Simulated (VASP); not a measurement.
# ZnO (P6_3mc) in VASP: notebook, part 2 of 2

VASP 6.6.1. Earlier steps stand in the parts before.

## Step 5: Single point, PBE (12.37 Å³/atom)

This run uses another cell than the first one, of 12.37 Å³/atom.

Input file INCAR:

```
SYSTEM = ZnO
ALGO     = Normal         ! electronic algorithm
EDIFF    = 1E-6           ! SCF threshold, eV
ENCUT    = 520            ! plane-wave cutoff, eV
GGA      = PE             ! functional
ISIF     = 2              ! what is computed and relaxed
ISMEAR   = -1             ! smearing method
LASPH    = .True.         ! aspherical terms in the spheres
LCHARG   = .False.        ! write CHGCAR
LREAL    = .False.        ! projectors in reciprocal space
LWAVE    = .False.        ! write WAVECAR
NBANDS   = 26             ! bands
NELM     = 80             ! most SCF steps
PREC     = Accurate       ! precision mode
SIGMA    = 0.02           ! smearing width, eV
```

Input file KPOINTS:

```
k-points
0
Gamma
  11 11 6
  0 0 0
```

Input file POSCAR:

```
ZnO
1.0
    3.2921588739      0.0000000000      0.0000000000
   -1.6460794369      2.8510932180      0.0000000000
    0.0000000000      0.0000000000      5.2722789056
Zn O
2 2
Direct
    0.3333333333      0.6666666667      0.0000000000
    0.6666666667      0.3333333333      0.5000000000
    0.3333333333      0.6666666667      0.3821000000
    0.6666666667      0.3333333333      0.8821000000
```

Potentials or basis: VASP PAW PBE potentials, release 64 (Zn, O).

On the command line:

```console
cat potpaw_PBE.64/Zn/POTCAR potpaw_PBE.64/O/POTCAR > POTCAR
mpirun -np 1 vasp_std > vasp.out
```

OUTCAR:

```text
SYSTEM = ZnO
   EDIFF = 1E-6
   ENCUT = 520
   GGA = PE
   ISIF = 2
   ISMEAR = -1
   LASPH = .True.
   LREAL = .False.
   NELM = 80
   PREC = Accurate

 ion  position               nearest neighbor table
   1  0.333  0.667  0.000-   4 2.00   4 2.00   4 2.00   3 2.01
   2  0.667  0.333  0.500-   3 2.00   3 2.00   3 2.00   4 2.01
   3  0.333  0.667  0.382-   2 2.00   2 2.00   2 2.00   1 2.01
   4  0.667  0.333  0.882-   1 2.00   1 2.00   1 2.00   2 2.01

  LATTYP: Found a hexagonal cell.
 ALAT       =     3.2921588739
 C/A-ratio  =     1.6014655147

  Lattice vectors:

 A1 = (   3.2921588739,   0.0000000000,   0.0000000000)
 A2 = (  -1.6460794369,   2.8510932180,   0.0000000000)
 A3 = (   0.0000000000,   0.0000000000,   5.2722789056)

Analysis of symmetry for initial positions (statically):
=====================================================================
 Subroutine PRICEL returns:
 Original cell was already a primitive cell.

 Routine SETGRP: Setting up the symmetry group for a
 hexagonal supercell.

 Subroutine GETGRP returns: Found 12 space group operations
 (whereof  6 operations were pure point group operations)
 out of a pool of 24 trial point group operations.
[... 163 lines left out ...]
  ---------------------------------------------------
  free energy    TOTEN  =       -17.86100947 eV

  energy without entropy =      -17.86100947  energy(sigma->0) =      -17.86100947

 E-fermi :   1.2256     XC(G=0): -10.7053

 val. band max:        0.8590018059   @ k =   0.0000   0.0000   0.0000
 cond. band min:       1.5910435166   @ k =   0.0000   0.0000   0.0000
 fundamental gap:      0.7320417107
 Fermi energy:         1.2256131670

 k-point     1 :       0.0000    0.0000    0.0000
  band No.  band energies     occupation
      1     -16.9262      2.00000
      2     -16.2553      2.00000
      3      -4.6662      2.00000
      4      -4.6662      2.00000
      5      -4.5878      2.00000
      6      -4.4932      2.00000
[... 685 lines left out ...]
     25      13.6811      0.00000
     26      15.1343      0.00000

 [... further k-points ...]
[... 5 lines left out ...]
  --------------------------------------------------------------------------------------
  -------------------------------------------------------------------------------------
  Total        0.0778275      0.0778275      0.2110964      0.0000000     -0.0000000      0.0000000
  in kB        2.5197236      2.5197236      6.8344082      0.0000000     -0.0000000      0.0000000
  external PRESSURE =       3.9579518 kB  Pullay stress =       0.0000000 kB

 VOLUME and BASIS-vectors are now :
 -----------------------------------------------------------------------------
  energy-cutoff  :      520.00
  volume of cell :       49.49
      direct lattice vectors                 reciprocal lattice vectors
     3.292158874  0.000000000  0.000000000     0.303752048  0.175371327  0.000000000
    -1.646079437  2.851093218  0.000000000     0.000000000  0.350742653  0.000000000
     0.000000000  0.000000000  5.272278906     0.000000000  0.000000000  0.189671301

 POSITION                                       TOTAL-FORCE (eV/Angst)
 -----------------------------------------------------------------------------------
     -0.00000      1.90073      0.00000        -0.000000     -0.000000      0.032170
      1.64608      0.95036      2.63614         0.000000     -0.000000      0.032170
     -0.00000      1.90073      2.01454         0.000000     -0.000000     -0.032170
      1.64608      0.95036      4.65068        -0.000000      0.000000     -0.032170
 -----------------------------------------------------------------------------------
    total drift:                               -0.000001     -0.000001     -0.000716

  FREE ENERGIE OF THE ION-ELECTRON SYSTEM (eV)
  ---------------------------------------------------
  free  energy   TOTEN  =       -17.8610094712 eV

  energy  without entropy=      -17.8610094712  energy(sigma->0) =      -17.86100947
```

OSZICAR:

```text
N       E                     dE             d eps       ncg     rms          rms(c)
DAV:   1     0.293379405393E+03    0.29338E+03   -0.18006E+04  3360   0.198E+03
DAV:   2     0.107913097339E+02   -0.28259E+03   -0.26477E+03  3510   0.406E+02
DAV:   3    -0.204752372618E+02   -0.31267E+02   -0.30853E+02  3722   0.138E+02
DAV:   4    -0.211020383753E+02   -0.62680E+00   -0.62538E+00  3690   0.200E+01
DAV:   5    -0.211052028766E+02   -0.31645E-02   -0.31643E-02  3596   0.146E+00    0.140E+01
DAV:   6    -0.176986548711E+02    0.34065E+01   -0.67734E+00  5306   0.627E+01    0.843E+00
DAV:   7    -0.178999370767E+02   -0.20128E+00   -0.29384E+00  3458   0.172E+01    0.508E+00
DAV:   8    -0.179085172457E+02   -0.85802E-02   -0.51717E-01  4662   0.730E+00    0.163E+00
DAV:   9    -0.178584922975E+02    0.50025E-01   -0.10353E-01  4792   0.634E+00    0.301E-01
DAV:  10    -0.178608680556E+02   -0.23758E-02   -0.34604E-02  3368   0.135E+00    0.122E-01
DAV:  11    -0.178609961653E+02   -0.12811E-03   -0.75020E-04  3652   0.544E-01    0.522E-02
DAV:  12    -0.178609999984E+02   -0.38331E-05   -0.22239E-04  4504   0.436E-01    0.162E-02
DAV:  13    -0.178610140267E+02   -0.14028E-04   -0.43781E-05  3566   0.914E-02    0.184E-02
DAV:  14    -0.178610096924E+02    0.43343E-05   -0.16241E-05  3694   0.348E-02    0.205E-03
DAV:  15    -0.178610094712E+02    0.22119E-06   -0.91661E-07  2370   0.908E-03
   1 F= -.17861009E+02 E0= -.17861009E+02  d E =-.459626E-10
```

Wall time 2.4 min (1 thread of AMD EPYC 7R13, shared host); peak memory 0.17 GiB.

What came out:

```yaml
Free_energy: -17.8610 eV
Pressure: 0.4 GPa
Largest_force: 0.032 eV/Å
Band_gap_on_the_k_mesh: 0.73 eV
```

Forces on the atoms (eV/Å):
```
Zn   0.000  0.000  0.032
Zn   0.000  0.000  0.032
O    0.000  0.000 -0.032
O    0.000  0.000 -0.032
```

## Step 6: Summary

| cell | gap on the mesh (eV) | pressure (GPa) | largest force (eV/Å) |
| --- | --- | --- | --- |
| a = 3.183, b = 3.183, c = 5.098 Å, angles 90.0, 90.0, 120.0°, 4 atoms | 0.88 | 17.0 | 0.03 |
| a = 3.228, b = 3.228, c = 5.169 Å, angles 90.0, 90.0, 120.0°, 4 atoms | 0.82 | 9.3 | 0.03 |
| a = 3.260, b = 3.260, c = 5.221 Å, angles 90.0, 90.0, 120.0°, 4 atoms | 0.78 | 4.5 | 0.03 |
| a = 3.292, b = 3.292, c = 5.272 Å, angles 90.0, 90.0, 120.0°, 4 atoms | 0.73 | 0.4 | 0.03 |

Alike in all rows: task single point; level PBE; potentials or basis VASP PAW PBE potentials, release 64 (Zn, O); no spin polarisation; k mesh 11 × 11 × 6; cutoff (eV) 520; smearing fermi-dirac 0.02 eV.

Caveats: the cell stands under pressure (at least some runs).

Total energies depend on the potentials used, so only differences within one code and one set of settings carry meaning.
